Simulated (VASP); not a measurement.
Runs of VASP 6.6.1 on AlNi3. The structure is that of space group Pm-3m (No. 221), or close to it. The cells are those of the table. 

```csv
task,cell,k mesh,cutoff (eV),gap on the mesh (eV),pressure (GPa),moment (μB)
relaxation of cell and atoms,"relaxed to 30 GPa from a = 3.385 Å, 4 atoms",12 × 12 × 12,600,none,30.0,(a)
single point,"a = 3.589, b = 3.589, c = 3.477 Å, 4 atoms",14 × 14 × 14,520,none,-5.1,0.66
single point,"a = 3.589, b = 3.501, c = 3.501 Å, 4 atoms",14 × 14 × 14,520,none,(b),0.66
single point,"a = 3.414, b = 3.545, c = 3.545 Å, 4 atoms",14 × 14 × 14,520,none,3.4,0.61
```

Alike in all rows: level PBEsol; potentials or basis VASP PAW PBE potentials, release 64 (Al, Ni); spin collinear, ferromagnetic start; smearing gaussian 0.1 eV.

**Question.** Estimate the missing entries.

**Answer.** (a) 0.03; (b) -1.8.

Caveats: the PAW data sets were made with another functional, which shifts forces and pressure a little; the cell is relaxed towards a set pressure, so the run minimises the enthalpy, not the energy (at least some runs); the cell stands under tension (at least some runs); the cell stands under pressure (at least some runs).

A gap of «none» marks levels without a gap at the run's occupations.
